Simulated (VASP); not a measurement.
Re: single point with revPBE

Re:

```xyz
3
Lattice="4.4491 0.0000 0.0000 -2.2246 3.8531 0.0000 0.0000 0.0000 2.7882" Properties=species:S:1:pos:R:3 pbc="T T T"
Re    0.0000    0.0000    2.7882
Re    0.0000    2.5687    1.3941
Re    2.2246    1.2844    1.3941
```

This cell differs from its parent crystal: volume scaled by 1.04.

| Property | Result |
| --- | --- |
| Program | VASP 6.6.1 |
| Task | single point |
| Functional | revPBE |
| Potentials or basis | VASP PAW PBE potentials, release 64 (Re) |
| Cutoff | 520 eV |
| k mesh | 9 × 9 × 13 |
| Occupations | fermi-dirac, width 0.1 eV |
| Spin | no spin polarisation |

```yaml
Pressure: -13.2 GPa
```

Stress tensor (GPa, compression positive):
```
-13.58   0.00   0.00
  0.00 -13.58   0.00
  0.00   0.00 -12.31
```

Levels at points of the mesh, in eV from the Fermi level:
| k point | band 6 | band 7 | band 8 | band 9 | band 10 | band 11 | band 12 | band 13 | band 14 | band 15 |
| --- | --- | --- | --- | --- | --- | --- | --- | --- | --- | --- |
| (0.00, 0.00, 0.00) | -2.63 | -2.63 | -1.75 | -0.72 | -0.72 | 0.06 | 0.06 | 0.10 | 0.10 | 3.90 |

Wall time 32 s on 1 thread of Intel(R) Xeon(R) 6975P-C (Granite Rapids), with other jobs on the host, peak memory 0.21 GiB.

Caveat: the PAW data sets were made with another functional, which shifts forces and pressure a little; spin-orbit coupling is left out, which moves the levels of the heavy elements.
